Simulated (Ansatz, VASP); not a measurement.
## One calculation of NiGe, two programs

```
Ni Ge
1.0
     0.00000    3.01932    3.01932
     3.01932    0.00000    3.01932
     3.01932    3.01932    0.00000
Ni Ge
2 2
Direct
  0.50000 0.50000 0.50000
  0.75000 0.75000 0.75000
  0.00000 0.00000 0.00000
  0.25000 0.25000 0.25000
```

Alike in both runs: functional PBE; k mesh 14 × 14 × 14; occupations gaussian, width 0.1 eV; no spin polarisation.

Ansatz relaxed the structure, and its values are those at the end. VASP's run is a single point on that final structure, the one shown.

|  | VASP | Ansatz |
| --- | --- | --- |
| version | VASP 6.6.1 | Ansatz 0.2.0 |
| potentials or method | VASP PAW PBE potentials, release 64 (Ni, Ge_d), cutoff 520 eV | scalar-relativistic, plane waves, PAW |
| valence electrons in the cell | 48 | 64 |

|  | VASP | Ansatz | Ansatz less VASP |
| --- | --- | --- | --- |
| gap on the k mesh at the Fermi level (eV) | none | none | - |
| pressure (GPa) | 0.1 | 0.0 | -0.06 |

A gap of «none» marks a metal or a gap that the smearing closes. VASP's potentials hold 48 valence electrons a cell and Ansatz's 64, so a difference there can come from the potentials and not from the codes.
